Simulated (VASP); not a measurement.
Here is a VASP 6.6.1 calculation.

INCAR

```
PREC = Accurate ; ENCUT = 520
EDIFF = 1E-6 ; ISMEAR = 0
SIGMA = 0.02 ; LREAL = False
LASPH = True ; NELM = 100
ALGO = Fast ; ISIF = 2
LWAVE = False ; LCHARG = False
GGA = RP ; NBANDS = 9
```

KPOINTS

```
Automatic mesh
0
Gamma
  13 13 8
```

File POSCAR:

```
Be
1.0
    2.2853000000      0.0000000000      0.0000000000
   -1.1426500000      1.9791278553      0.0000000000
    0.0000000000      0.0000000000      3.5842000000
Be
2
Direct
    0.6666666667      0.3333333333      0.7500000000
    0.3333333333      0.6666666667      0.2500000000
```

Potentials or basis: VASP PAW PBE potentials, release 64 (Be).

Run with:

```bash
$ cat potpaw_PBE.64/Be/POTCAR > POTCAR
$ mpirun -np 1 vasp_std > vasp.out
```

Q: Estimate the pressure.

A: 0.2 GPa.

Q: Estimate the band gap on the k mesh.

A: Zero (band 2 reaches 8.02 eV, above the bottom of band 3 at 6.39 eV).

Stress tensor (GPa, compression positive):
```
 0.37  0.00  0.00
 0.00  0.37  0.00
 0.00  0.00 -0.02
```

Caveat: the PAW data sets were made with another functional, which shifts forces and pressure a little.
